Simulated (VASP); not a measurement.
# C in VASP: a series of runs

The runs below take C through single point, relaxation of cell and atoms, with PBEsol.

Everything below comes from runs of VASP 6.6.1. Logs are shortened: lines on timing, memory, paths and dates and some standing lists are left out, and cuts for length are marked.

## (1) The cell of the first run

The cell holds a slab with vacuum, 2 atoms: a = 2.459 Å, b = 2.459 Å, c = 8.352 Å, α = 90.00°, β = 90.00°, γ = 120.00°.

## (2) Single point, PBEsol (21.87 Å³/atom)

The input, INCAR:

```
PREC     = Accurate       # precision mode
ENCUT    = 520            # plane-wave cutoff, eV
EDIFF    = 1E-6           # SCF threshold, eV
ISMEAR   = -1             # smearing method
SIGMA    = 0.15           # smearing width, eV
LREAL    = F              # projectors in reciprocal space
LASPH    = T              # aspherical terms in the spheres
NELM     = 80             # most SCF steps
ALGO     = Normal         # electronic algorithm
ISIF     = 2              # what is computed and relaxed
LWAVE    = F              # write WAVECAR
LCHARG   = F              # write CHGCAR
GGA      = PS             # functional
NBANDS   = 11             # bands
```

The input, KPOINTS:

```
regular mesh
0
Gamma
  18 18 6
```

The input, POSCAR:

```
C
1.0
    2.4588472126      0.0000000000      0.0000000000
   -1.2294236063      2.1294241502      0.0000000000
    0.0000000000      0.0000000000      8.3521983039
C
2
Direct
    0.3333333333      0.6666666667      0.0000000000
    0.6666666667      0.3333333333      0.0000000000
```

Potentials or basis: VASP PAW PBE potentials, release 64 (C).

Run with:

```sh
cat potpaw_PBE.64/C/POTCAR > POTCAR
mpirun -np 1 vasp_std > vasp.out
```

OUTCAR:

```text
PREC = Accurate
   ENCUT = 520
   EDIFF = 1E-6
   ISMEAR = -1
   LREAL = F
   LASPH = T
   NELM = 80
   ISIF = 2
   GGA = PS

 ion  position               nearest neighbor table
   1  0.333  0.667  0.000-   2 1.42   2 1.42   2 1.42
   2  0.667  0.333  0.000-   1 1.42   1 1.42   1 1.42

  LATTYP: Found a hexagonal cell.
 ALAT       =     2.4588472126
 C/A-ratio  =     3.3967943437

  Lattice vectors:

 A1 = (   2.4588472126,   0.0000000000,   0.0000000000)
 A2 = (  -1.2294236063,   2.1294241502,   0.0000000000)
 A3 = (   0.0000000000,   0.0000000000,   8.3521983039)

Analysis of symmetry for initial positions (statically):
=====================================================================
 Subroutine PRICEL returns:
 Original cell was already a primitive cell.

 Routine SETGRP: Setting up the symmetry group for a
 hexagonal supercell.

 Subroutine GETGRP returns: Found 24 space group operations
 (whereof 24 operations were pure point group operations)
 out of a pool of 24 trial point group operations.

The static configuration has the point symmetry D_6h.

Analysis of symmetry for dynamics (positions and initial velocities):
=====================================================================
 Subroutine PRICEL returns:
 Original cell was already a primitive cell.

 Routine SETGRP: Setting up the symmetry group for a
 hexagonal supercell.

 Subroutine GETGRP returns: Found 24 space group operations
 (whereof 24 operations were pure point group operations)
 out of a pool of 24 trial point group operations.

The dynamic configuration has the point symmetry D_6h.

 Subroutine INISYM returns: Found 24 space group operations
 (whereof 24 operations are pure point group operations),
 and found     1 'primitive' translations

----------------------------------------------------------------------------------------

                                     Primitive cell

  volume of cell :      43.7315

  direct lattice vectors                    reciprocal lattice vectors
     2.458847213  0.000000000  0.000000000     0.406694647  0.234805264  0.000000000
    -1.229423606  2.129424150  0.000000000     0.000000000  0.469610528  0.000000000
     0.000000000  0.000000000  8.352198304     0.000000000  0.000000000  0.119728958

  length of vectors
     2.458847213  2.458847213  8.352198304     0.469610528  0.469610528  0.119728958

  position of ions in fractional coordinates (direct lattice)
     0.333333333  0.666666667  0.000000000
     0.666666667  0.333333333  0.000000000

  ion indices of the primitive-cell ions
   primitive index   ion index
                 1           1
                 2           2

----------------------------------------------------------------------------------------

 KPOINTS: regular mesh

Automatic generation of k-mesh.
 Grid dimensions read from file:
 generate k-points for:   18   18    6

 Generating k-lattice:

  Cartesian coordinates                     Fractional coordinates (reciprocal lattice)
     0.022594147  0.013044737  0.000000000     0.055555556  0.000000000  0.000000000
     0.000000000  0.026089474  0.000000000     0.000000000  0.055555556  0.000000000
     0.000000000  0.000000000  0.019954826     0.000000000  0.000000000  0.166666667

  Length of vectors
     0.026089474  0.026089474  0.019954826

  Shift w.r.t. Gamma in fractional coordinates (k-lattice)
     0.000000000  0.000000000  0.000000000

 Subroutine IBZKPT returns following result:
 ===========================================

 Found    148 irreducible k-points:

 Following reciprocal coordinates:
            Coordinates               Weight
  0.000000  0.000000  0.000000      1.000000
  0.055556 -0.000000  0.000000      6.000000
  0.111111 -0.000000  0.000000      6.000000
  0.166667  0.000000  0.000000      6.000000
  0.222222  0.000000  0.000000      6.000000
  0.277778  0.000000  0.000000      6.000000
[... 16 lines left out ...]
  0.333333  0.111111  0.000000     12.000000
  0.388889  0.111111  0.000000     12.000000
 [... further k-points ...]
   k-points           NKPTS =    148   k-points in BZ     NKDIM =    148   number of bands    NBANDS=     11
   number of dos      NEDOS =    301   number of ions     NIONS =      2
   total plane-waves  NPLWV =  20736
   dimension x,y,z NGX =    18 NGY =   18 NGZ =   64
   dimension x,y,z NGXF=    36 NGYF=   36 NGZF=  128
   ions per type =               2
   NGX,Y,Z   is equivalent  to a cutoff of  12.17, 12.17, 12.74 a.u.
   NGXF,Y,Z  is equivalent  to a cutoff of  24.34, 24.34, 25.48 a.u.
 SYSTEM =  unknown system
   PREC   = accura    normal or accurate (medium, high low for compatibility)
   ISTART =      0    job   : 0-new  1-cont  2-samecut
   ICHARG =      2    charge: 1-file 2-atom 10-const
   ISPIN  =      1    spin polarized calculation?
   LNONCOLLINEAR =      F non collinear calculations
   LSORBIT =      F    spin-orbit coupling
   LASPH  =      T    aspherical Exc in radial PAW
   ENCUT  =  520.0 eV  38.22 Ry    6.18 a.u.   4.57  4.57 15.53*2*pi/ulx,y,z
   NELM   =     80;   NELMIN=  2; NELMDL= -5     # of ELM steps
   EDIFF  = 0.1E-05   stopping-criterion for ELM
   LREAL  =      F    real-space projection
   EDIFFG = 0.1E-04   stopping-criterion for IOM
   NSW    =      0    number of steps for IOM
   IBRION =     -1    ionic relax: 0-MD 1-quasi-New 2-CG
   NFREE  =      0    steps in history (QN), initial steepest desc. (CG)
   ISIF   =      2    stress and relaxation
   ISYM   =      2    0-nonsym 1-usesym 2-fastsym
   POTIM  = 0.5000    time-step for ionic-motion
   TEBEG  =    0.0;   TEEND  =   0.0 temperature during run
   PSTRESS=    0.0 pullay stress
   NELECT =       8.0000    total number of electrons
   NUPDOWN=      -1.0000    fix difference up-down
   EMIN   =  10.00;   EMAX   =-10.00  energy-range for DOS
   EFERMI =   0.00;   METHOD = LEGACY
   ISMEAR =    -1;   SIGMA  =   0.15  broadening in eV -4-tet -1-fermi 0-gaus
   EFERMI_NEDOS =   21; number of points for ismear=-14 and -15
   IALGO  =     38    algorithm
   IMIX   =      4    mixing-type and parameters
     AMIX     =   0.40;   BMIX     =  1.00
     AMIX_MAG =   1.60;   BMIX_MAG =  1.00
  volume/ion in A,a.u.               =      21.87       147.56
  Fermi-wavevector in a.u.,A,eV,Ry     =   0.929337  1.756193 11.750911  0.863668
  Thomas-Fermi vector in A             =   2.055609
   LORBIT       =      0    0 simple, 1 ext, 2 COOP (PROOUT), +10 PAW based schemes
   GGA     = PS    functional components
   LHFCALC =     F    Hartree Fock is set to
   AEXX    =    0.0000 exact exchange contribution
   IVDW    =     0    specifies the selected vdW correction
   LEPSILON=     F    determine dielectric tensor
   LRPA    =     F    only Hartree local field effects (RPA)
 non-spin polarized calculation
  energy-cutoff  :      520.00
  volume of cell :       43.73
 maximum number of plane-waves:      1204
   NGX =  9   NGY =  9   NGZ = 31

 number of electron       7.9999997 magnetization

 Free energy of the ion-electron system (eV)
  ---------------------------------------------------
  ext. energy  EPLUGINS =         0.00000000
  ---------------------------------------------------
  free energy    TOTEN  =       -19.28414784 eV

  energy without entropy =      -19.28114647  energy(sigma->0) =      -19.28264716

 E-fermi :  -0.6863     XC(G=0):  -5.0760

 val. band max:       -1.5965037982   @ k =   0.3333   0.2778   0.0000
 cond. band min:      -0.6851861162   @ k =   0.3333   0.3333   0.5000
 fundamental gap:      0.9113176820
 Fermi energy:        -0.6863282348

 k-point     1 :       0.0000    0.0000    0.0000
  band No.  band energies     occupation
      1     -20.2392      2.00000
      2      -8.3924      2.00000
      3      -3.6881      2.00000
      4      -3.6881      2.00000
      5       2.4045      0.00000
      6       4.9005      0.00000
      7       6.5139      0.00000
      8       7.6542      0.00000
      9       7.6542      0.00000
     10      10.8684      0.00000
     11      12.1142      0.00000

 k-point     2 :       0.0556   -0.0000    0.0000
  band No.  band energies     occupation
      1     -20.1659      2.00000
      2      -8.3044      2.00000
      3      -3.9866      2.00000
      4      -3.8473      2.00000
      5       2.5042      0.00000
      6       4.9977      0.00000
      7       6.6062      0.00000
      8       7.6973      0.00000
      9       7.9738      0.00000
     10      10.6108      0.00000
     11      12.2410      0.00000

 k-point     3 :       0.1111   -0.0000    0.0000
  band No.  band energies     occupation
      1     -19.9461      2.00000
      2      -8.0414      2.00000
      3      -4.8070      2.00000
      4      -4.2697      2.00000
      5       2.8034      0.00000
      6       5.2888      0.00000
      7       6.8811      0.00000
      8       7.7560      0.00000
      9       8.8734      0.00000
     10       9.8774      0.00000
     11      12.6482      0.00000

 k-point     4 :       0.1667    0.0000    0.0000
  band No.  band energies     occupation
      1     -19.5810      2.00000
      2      -7.6065      2.00000
      3      -5.9861      2.00000
      4      -4.8371      2.00000
      5       3.3020      0.00000
      6       5.7701      0.00000
      7       7.2991      0.00000
      8       7.7667      0.00000
      9       8.7689      0.00000
     10      10.2224      0.00000
     11      13.3398      0.00000
[... 239 lines left out ...]
 k-point    22 :       0.2778    0.1111    0.0000
  band No.  band energies     occupation
      1     -17.4273      2.00000
      2     -10.2188      2.00000
      3      -7.3440      2.00000
      4      -5.1181      2.00000
      5       4.0740      0.00000
      6       6.2836      0.00000
      7       8.2891      0.00000
      8       8.6001      0.00000
      9      10.3057      0.00000
     10      13.4129      0.00000
     11      14.7243      0.00000

 k-point    23 :       0.3333    0.1111    0.0000
  band No.  band energies     occupation
      1     -16.5205      2.00000
      2     -11.6035      2.00000
      3      -7.7160      2.00000
      4      -4.1535      2.00000
      5       2.6504      0.00000
      6       7.5547      0.00000
      7       8.1486      0.00000
      8       9.7492      0.00000
      9      11.5244      0.00000
     10      13.7710      0.00000
     11      14.2055      0.00000

 k-point    24 :       0.3889    0.1111    0.0000
  band No.  band energies     occupation
      1     -15.5160      2.00000
      2     -12.9088      2.00000
      3      -7.9415      2.00000
      4      -3.2431      2.00000
      5       1.4465      0.00000
      6       8.0170      0.00000
      7       9.0458      0.00000
      8      10.9354      0.00000
      9      12.3830      0.00000
     10      12.9144      0.00000
     11      13.5934      0.00000

 [... further k-points ...]

------------------------ aborting loop because EDIFF is reached ----------------------------------------

  FORCE on cell =-STRESS in cart. coord.  units (eV):
  Direction    XX          YY          ZZ          XY          YZ          ZX
  --------------------------------------------------------------------------------------
  -------------------------------------------------------------------------------------
  Total        0.1145822      0.1145822     -0.0099311      0.0000000      0.0000000     -0.0000000
  in kB        4.1979118      4.1979118     -0.3638437      0.0000000      0.0000000     -0.0000000
  external PRESSURE =       2.6773266 kB  Pullay stress =       0.0000000 kB

 VOLUME and BASIS-vectors are now :
 -----------------------------------------------------------------------------
  energy-cutoff  :      520.00
  volume of cell :       43.73
      direct lattice vectors                 reciprocal lattice vectors
     2.458847213  0.000000000  0.000000000     0.406694647  0.234805264  0.000000000
    -1.229423606  2.129424150  0.000000000     0.000000000  0.469610528  0.000000000
     0.000000000  0.000000000  8.352198304     0.000000000  0.000000000  0.119728958

 POSITION                                       TOTAL-FORCE (eV/Angst)
 -----------------------------------------------------------------------------------
     -0.00000      1.41962      0.00000        -0.000000     -0.000000      0.000000
      1.22942      0.70981      0.00000         0.000000      0.000000      0.000000
 -----------------------------------------------------------------------------------
    total drift:                                0.000000     -0.000000      0.000000

  FREE ENERGIE OF THE ION-ELECTRON SYSTEM (eV)
  ---------------------------------------------------
  free  energy   TOTEN  =       -19.2841478426 eV

  energy  without entropy=      -19.2811464687  energy(sigma->0) =      -19.28264716
```

It took 38 s on 1 thread of AMD EPYC 7R13 (Zen 3), shared host; peak memory 0.15 GiB.

Results:

```yaml
Free_energy: -19.2841 eV
Band_gap_on_the_k_mesh: zero (filled and empty bands touch)
```

Levels at points of the mesh, in eV from the Fermi level:
```
           k point  band 2  band 3  band 4  band 5  band 6  band 7
(0.00, 0.00, 0.00)   -7.71   -3.00   -3.00    3.09    5.59    7.20
(0.50, 0.00, 0.00)  -13.29   -6.43   -2.38    1.66    7.43   11.02
(0.00, 0.00, 0.50)   -7.71   -3.00   -3.00    3.88    3.91    8.34
(0.50, 0.00, 0.50)  -13.29   -6.43   -2.38    1.66    7.43   11.59
```

Caveat: there is no dipole correction, which matters where the two faces differ; the PAW data sets were made with another functional, which shifts forces and pressure a little.

## (3) Single point, PBEsol

This run uses another cell than the first one.

The input, INCAR:

```
SYSTEM = C
PREC = Accurate ; ENCUT = 520
EDIFF = 1E-6 ; ISMEAR = -1
SIGMA = 0.15 ; LREAL = .FALSE.
LASPH = .TRUE. ; NELM = 80
ALGO = Normal ; ISIF = 2
LWAVE = .FALSE. ; LCHARG = .FALSE.
GGA = PS ; NBANDS = 11
```

The input, KPOINTS:

```
regular mesh
0
G
  18 18 6
  0 0 0
```

The input, POSCAR:

```
C
1.0
    2.4588140218      0.0000000000      0.0000000000
   -1.2294070109      2.1293954061      0.0000000000
    0.0000000000      0.0000000000      8.5228814217
C
2
Direct
    0.3333333333      0.6666666667      0.0000000000
    0.6666666667      0.3333333333      0.0000000000
```

Potentials or basis: VASP PAW PBE potentials, release 64 (C).

Run with:

```sh
cat potpaw_PBE.64/C/POTCAR > POTCAR
mpirun -np 1 vasp_std > vasp.out
```

Run time: 39 s. Hardware: 1 thread of AMD EPYC 7R13 (Zen 3), shared host; peak memory 0.15 GiB.

It converged, with:

```yaml
Free_energy: -19.2842 eV
Band_gap_on_the_k_mesh: zero (filled and empty bands touch)
```

Levels at points of the mesh, in eV from the Fermi level:
```
           k point  band 2  band 3  band 4  band 5  band 6  band 7
(0.00, 0.00, 0.00)   -7.71   -3.00   -3.00    3.11    5.48    7.03
(0.50, 0.00, 0.00)  -13.29   -6.43   -2.38    1.66    7.43   11.04
(0.00, 0.00, 0.50)   -7.71   -3.00   -3.00    3.84    3.91    8.34
(0.50, 0.00, 0.50)  -13.29   -6.43   -2.38    1.66    7.43   11.56
```

Caveat: there is no dipole correction, which matters where the two faces differ; the PAW data sets were made with another functional, which shifts forces and pressure a little.

## (4) Single point, PBEsol

This run uses another cell than the first one.

The input, INCAR:

```
PREC = Accurate ; ENCUT = 520
EDIFF = 1E-6 ; ISMEAR = -1
SIGMA = 0.15 ; LREAL = F
LASPH = T ; NELM = 80
ALGO = Normal ; ISIF = 2
LWAVE = F ; LCHARG = T
GGA = PS ; LELF = T
LVHAR = T ; NBANDS = 11
```

The input, KPOINTS:

```
Automatic mesh
0
Gamma
  18 18 6
```

POSCAR is that of step 3.

Run with:

```sh
cat potpaw_PBE.64/C/POTCAR > POTCAR
mpirun -np 1 vasp_std > vasp.out
```

Wall time 41 s (1 thread of AMD EPYC 7R13 (Zen 3), shared host); peak memory 0.16 GiB.

Results (log left out):

| Item | Value |
| --- | --- |
| Free energy | -19.2842 eV |
| Band gap on the k mesh | zero (filled and empty bands touch) |

Levels at points of the mesh, in eV from the Fermi level:
| k point | band 2 | band 3 | band 4 | band 5 | band 6 | band 7 |
| --- | --- | --- | --- | --- | --- | --- |
| (0.00, 0.00, 0.00) | -7.71 | -3.00 | -3.00 | 3.11 | 5.48 | 7.03 |
| (0.50, 0.00, 0.00) | -13.29 | -6.43 | -2.38 | 1.66 | 7.43 | 11.04 |
| (0.00, 0.00, 0.50) | -7.71 | -3.00 | -3.00 | 3.84 | 3.91 | 8.34 |
| (0.50, 0.00, 0.50) | -13.29 | -6.43 | -2.38 | 1.66 | 7.43 | 11.56 |

Caveat: there is no dipole correction, which matters where the two faces differ; the PAW data sets were made with another functional, which shifts forces and pressure a little.

## (5) Single point, PBEsol (22.76 Å³/atom)

This run uses another cell than the first one.

The input, INCAR:

```
ALGO     = Normal         # electronic algorithm
EDIFF    = 1E-6           # SCF threshold, eV
ENCUT    = 520            # plane-wave cutoff, eV
GGA      = PS             # functional
ISIF     = 2              # what is computed and relaxed
ISMEAR   = -1             # smearing method
LASPH    = True           # aspherical terms in the spheres
LCHARG   = False          # write CHGCAR
LREAL    = False          # projectors in reciprocal space
LWAVE    = False          # write WAVECAR
NBANDS   = 11             # bands
NELM     = 100            # most SCF steps
PREC     = Accurate       # precision mode
SIGMA    = 0.15           # smearing width, eV
```

The input, KPOINTS:

```
k-points
0
Gamma
  18 18 6
```

The input, POSCAR:

```
C
1.0
    2.4588570146      0.0000000000      0.0000000000
   -1.2294285073      2.1294326389      0.0000000000
    0.0000000000      0.0000000000      8.6930350496
C
2
Direct
    0.3333333333      0.6666666667      0.0000000000
    0.6666666667      0.3333333333      0.0000000000
```

Run with:

```sh
cat potpaw_PBE.64/C/POTCAR > POTCAR
mpirun -np 1 vasp_std > vasp.out
```

Wall time 47 s (1 thread of AMD EPYC 7R13 (Zen 3), shared host); peak memory 0.16 GiB.

Results (log left out):

```
Free energy            : -19.2842 eV
Band gap on the k mesh : zero (filled and empty bands touch)
```

Levels at points of the mesh, in eV from the Fermi level:
```csv
k point,band 1,band 2,band 3,band 4,band 5,band 6,band 7,band 8
"(0.00, 0.00, 0.00)",-19.55,-7.71,-3.00,-3.00,3.13,5.39,6.87,8.34
"(0.50, 0.00, 0.00)",-14.24,-13.29,-6.43,-2.38,1.66,7.43,11.06,11.19
"(0.00, 0.00, 0.50)",-19.55,-7.71,-3.00,-3.00,3.80,3.92,8.34,8.34
"(0.50, 0.00, 0.50)",-14.24,-13.29,-6.43,-2.38,1.66,7.43,11.53,11.69
```

Caveat: there is no dipole correction, which matters where the two faces differ; the PAW data sets were made with another functional, which shifts forces and pressure a little.

(Continued in part 2 of 2.)

The gap in the log of VASP goes by the Fermi energy; the results here count the filled bands.